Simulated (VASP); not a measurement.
# WS2 in VASP: single point with r2SCAN

Aim: the single point of WS2 with r2SCAN.

Everything below comes from runs of VASP 6.6.1. Logs are shortened: lines on timing, memory, paths and dates and some standing lists are left out, and cuts for length are marked.

### 1 The cell of the first run

The cell holds a slab with vacuum, 6 atoms: a = 3.181 Å, b = 3.181 Å, c = 33.901 Å, α = 90.00°, β = 90.00°, γ = 120.00°.

### 2 Single point, r2SCAN (atoms displaced along a vibrational mode)

Input file POSCAR:

```
WS2
1.0
    3.1810954022      0.0000000000      0.0000000000
   -1.5905477011      2.7549094302      0.0000000000
    0.0000000000      0.0000000000     33.9014800071
W S
2 4
Direct
    0.3333333333      0.6666666667      0.0000000000
    0.3333333333      0.6666666667      0.5000000000
    0.6053081996      0.2884158180      0.4540112451
    0.6666666667      0.3333333333      0.9540112451
    0.6666666667      0.3333333333      0.0459887549
    0.7280251338      0.3782508487      0.5459887549
```

Input file INCAR.step1:

```
SYSTEM = WS2
ALGO = Normal
EDIFF = 1E-4
ENCUT = 520
GGA = PE
ISMEAR = 0
LASPH = .TRUE.
LCHARG = .FALSE.
LREAL = .FALSE.
LWAVE = .TRUE.
NBANDS = 35
NELM = 100
PREC = Accurate
SIGMA = 0.05
```

Input file INCAR.step2:

```
SYSTEM = WS2
ALGO = Normal
EDIFF = 1E-7
ENCUT = 520
ISIF = 2
ISMEAR = 0
ISTART = 1
LASPH = .TRUE.
LCHARG = .FALSE.
LMIXTAU = .TRUE.
LREAL = .FALSE.
LWAVE = .FALSE.
METAGGA = R2SCAN
NBANDS = 35
NELM = 100
PREC = Accurate
SIGMA = 0.05
```

Input file KPOINTS:

```
k-points
0
G
  12 12 1
  0 0 0
```

Potentials or basis: VASP PAW PBE potentials, release 64 (W_sv, S).

On the command line:

```sh
cat potpaw_PBE.64/W_sv/POTCAR potpaw_PBE.64/S/POTCAR > POTCAR
cp INCAR.step1 INCAR
mpirun -np 1 vasp_std > vasp.out
cp INCAR.step2 INCAR
mpirun -np 1 vasp_std > vasp.out
```

OUTCAR:

```text
SYSTEM = WS2
   EDIFF = 1E-7
   ENCUT = 520
   ISIF = 2
   ISMEAR = 0
   ISTART = 1
   LASPH = .TRUE.
   LREAL = .FALSE.
   METAGGA = R2SCAN
   NELM = 100
   PREC = Accurate

 ion  position               nearest neighbor table
   1  0.333  0.667  0.000-   4 2.41   5 2.41   4 2.41   5 2.41   4 2.41   5 2.41
   2  0.333  0.667  0.500-   6 2.28   3 2.32   3 2.38   6 2.45   6 2.51   3 2.54
   3  0.605  0.288  0.454-   2 2.32   2 2.38   2 2.54
   4  0.667  0.333  0.954-   1 2.41   1 2.41   1 2.41
   5  0.667  0.333  0.046-   1 2.41   1 2.41   1 2.41
   6  0.728  0.378  0.546-   2 2.28   2 2.45   2 2.51

  LATTYP: Found a hexagonal cell.
 ALAT       =     3.1810954022
 C/A-ratio  =    10.6571717351

  Lattice vectors:

 A1 = (   3.1810954022,   0.0000000000,   0.0000000000)
 A2 = (  -1.5905477011,   2.7549094302,   0.0000000000)
 A3 = (   0.0000000000,   0.0000000000,  33.9014800071)

Analysis of symmetry for initial positions (statically):
=====================================================================
 Subroutine PRICEL returns:
 Original cell was already a primitive cell.

 Routine SETGRP: Setting up the symmetry group for a
 hexagonal supercell.

 Subroutine GETGRP returns: Found  1 space group operations
 (whereof  1 operations were pure point group operations)
 out of a pool of 24 trial point group operations.

The static configuration has the point symmetry C_1 .

Analysis of symmetry for dynamics (positions and initial velocities):
=====================================================================
 Subroutine PRICEL returns:
 Original cell was already a primitive cell.

 Routine SETGRP: Setting up the symmetry group for a
 hexagonal supercell.

 Subroutine GETGRP returns: Found  1 space group operations
 (whereof  1 operations were pure point group operations)
 out of a pool of 24 trial point group operations.

The dynamic configuration has the point symmetry C_1 .

 Subroutine INISYM returns: Found  1 space group operations
 (whereof  1 operations are pure point group operations),
 and found     1 'primitive' translations

----------------------------------------------------------------------------------------

                                     Primitive cell

  volume of cell :     297.1000

[... 95 lines left out ...]
   NELM   =    100;   NELMIN=  2; NELMDL=  0     # of ELM steps
   EDIFF  = 0.1E-06   stopping-criterion for ELM
   LREAL  =      F    real-space projection
   EDIFFG = 0.1E-05   stopping-criterion for IOM
   NSW    =      0    number of steps for IOM
   IBRION =     -1    ionic relax: 0-MD 1-quasi-New 2-CG
   NFREE  =      0    steps in history (QN), initial steepest desc. (CG)
   ISIF   =      2    stress and relaxation
   ISYM   =      2    0-nonsym 1-usesym 2-fastsym
   POTIM  = 0.5000    time-step for ionic-motion
   TEBEG  =    0.0;   TEEND  =   0.0 temperature during run
   PSTRESS=    0.0 pullay stress
   NELECT =      52.0000    total number of electrons
   NUPDOWN=      -1.0000    fix difference up-down
   EMIN   =  10.00;   EMAX   =-10.00  energy-range for DOS
   EFERMI =   0.00;   METHOD = LEGACY
   ISMEAR =     0;   SIGMA  =   0.05  broadening in eV -4-tet -1-fermi 0-gaus
   EFERMI_NEDOS =   21; number of points for ismear=-14 and -15
   IALGO  =     38    algorithm
   IMIX   =      4    mixing-type and parameters
     AMIX     =   0.40;   BMIX     =  1.00
     AMIX_MAG =   1.60;   BMIX_MAG =  1.00
  volume/ion in A,a.u.               =      49.52       334.15
  Fermi-wavevector in a.u.,A,eV,Ry     =   0.915746  1.730509 11.409721  0.838591
  Thomas-Fermi vector in A             =   2.040523
   LORBIT       =      0    0 simple, 1 ext, 2 COOP (PROOUT), +10 PAW based schemes
   METAGGA = R2SCAN    functional components
   LHFCALC =     F    Hartree Fock is set to
   AEXX    =    0.0000 exact exchange contribution
   IVDW    =     0    specifies the selected vdW correction
   LEPSILON=     F    determine dielectric tensor
   LRPA    =     F    only Hartree local field effects (RPA)
 non-spin polarized calculation
 Gauss-broadening in eV      SIGMA  =   0.05
  energy-cutoff  :      520.00
  volume of cell :      297.10
 maximum number of plane-waves:      8051
   NGX = 11   NGY = 11   NGZ =127

 number of electron      51.9999997 magnetization

 Free energy of the ion-electron system (eV)
  ---------------------------------------------------
  ext. energy  EPLUGINS =         0.00000000
  ---------------------------------------------------
  free energy    TOTEN  =      -139.76777370 eV

  energy without entropy =     -139.76777370  energy(sigma->0) =     -139.76777370

 E-fermi :  -0.9767     XC(G=0):  -4.5954

 val. band max:       -1.3065560017   @ k =   0.0000   0.0000   0.0000
 cond. band min:       0.5206641856   @ k =   0.3333   0.3333   0.0000
 fundamental gap:      1.8272201872
 Fermi energy:        -0.9766649864

 k-point     1 :       0.0000    0.0000    0.0000
  band No.  band energies     occupation
      1     -77.3518      2.00000
      2     -77.3445      2.00000
      3     -40.9482      2.00000
      4     -40.9396      2.00000
      5     -40.7963      2.00000
      6     -40.7866      2.00000
[... 901 lines left out ...]
     34       2.9141      0.00000
     35       5.3304      0.00000

 [... further k-points ...]

------------------------ aborting loop because EDIFF is reached ----------------------------------------

  FORCE on cell =-STRESS in cart. coord.  units (eV):
  Direction    XX          YY          ZZ          XY          YZ          ZX
  --------------------------------------------------------------------------------------
  -------------------------------------------------------------------------------------
  Total        0.5927477      0.5861597      1.3244177      0.0345503     -3.9419915     -3.9423906
  in kB        3.1965224      3.1609956      7.1422146      0.1863200    -21.2580581    -21.2602103
  external PRESSURE =       4.4999109 kB  Pullay stress =       0.0000000 kB

 VOLUME and BASIS-vectors are now :
 -----------------------------------------------------------------------------
  energy-cutoff  :      520.00
  volume of cell :      297.10
      direct lattice vectors                 reciprocal lattice vectors
     3.181095402  0.000000000  0.000000000     0.314357123  0.181494170  0.000000000
    -1.590547701  2.754909430  0.000000000     0.000000000  0.362988340  0.000000000
     0.000000000  0.000000000 33.901480007     0.000000000  0.000000000  0.029497237

 POSITION                                       TOTAL-FORCE (eV/Angst)
 -----------------------------------------------------------------------------------
     -0.00000      1.83661      0.00000         0.000024     -0.000004      0.000003
     -0.00000      1.83661     16.95074         0.509693      0.000289     -0.074236
      1.46680      0.79456     15.39165         1.009472      1.264191     -0.380880
      1.59055      0.91830     32.34239         0.000027      0.000004     -0.021770
      1.59055      0.91830      1.55909         0.000016     -0.000002      0.021777
      1.71429      1.04205     18.50983        -1.519233     -1.264479      0.455106
 -----------------------------------------------------------------------------------
    total drift:                               -0.000083      0.000016     -0.000025

  FREE ENERGIE OF THE ION-ELECTRON SYSTEM (eV)
  ---------------------------------------------------
  free  energy   TOTEN  =      -139.7677737007 eV

  energy  without entropy=     -139.7677737007  energy(sigma->0) =     -139.76777370
```

OSZICAR.step1:

```text
N       E                     dE             d eps       ncg     rms          rms(c)
DAV:   1     0.467787929550E+03    0.46779E+03   -0.26499E+04  6140   0.124E+03
DAV:   2    -0.112373060574E+02   -0.47903E+03   -0.46489E+03  6827   0.306E+02
DAV:   3    -0.487597566312E+02   -0.37522E+02   -0.37169E+02  6744   0.846E+01
DAV:   4    -0.497945005068E+02   -0.10347E+01   -0.10287E+01  6532   0.154E+01
DAV:   5    -0.498248316962E+02   -0.30331E-01   -0.30301E-01  6527   0.275E+00    0.380E+01
DAV:   6    -0.474043681186E+02    0.24205E+01   -0.88090E+00  6000   0.195E+01    0.163E+01
DAV:   7    -0.471873936941E+02    0.21697E+00   -0.26085E+00  5817   0.852E+00    0.646E+00
DAV:   8    -0.470364428696E+02    0.15095E+00   -0.40007E-01  6069   0.437E+00    0.185E+00
DAV:   9    -0.470368857822E+02   -0.44291E-03   -0.57681E-02  6268   0.121E+00    0.110E+00
DAV:  10    -0.470327860175E+02    0.40998E-02   -0.20043E-02  6183   0.911E-01    0.233E-01
DAV:  11    -0.470322775076E+02    0.50851E-03   -0.20179E-03  6202   0.259E-01    0.130E-01
DAV:  12    -0.470322034258E+02    0.74082E-04   -0.20798E-04  4910   0.625E-02
   1 F= -.47032203E+02 E0= -.47032203E+02  d E =-.123456E-19
```

Run time: 2.3 h. Hardware: 1 thread of Oxide Virtual Turin-like, shared host; peak memory 0.8 GiB.

Results:

```yaml
Free_energy: -139.7678 eV
Largest_force: 2.028 eV/Å
Band_gap_on_the_k_mesh: 1.83 eV
```

Forces on the atoms (eV/Å):
```
W    0.000  0.000  0.000
W    0.510  0.000 -0.074
S    1.009  1.264 -0.381
S    0.000  0.000 -0.022
S    0.000  0.000  0.022
S   -1.519 -1.264  0.455
```

Caveat: the cell differs from its parent crystal (atoms displaced along a vibrational mode); there is no dipole correction, which matters where the two faces differ; the PAW data sets were made with another functional, which shifts forces and pressure a little; spin-orbit coupling is left out, which moves the levels of the heavy elements.
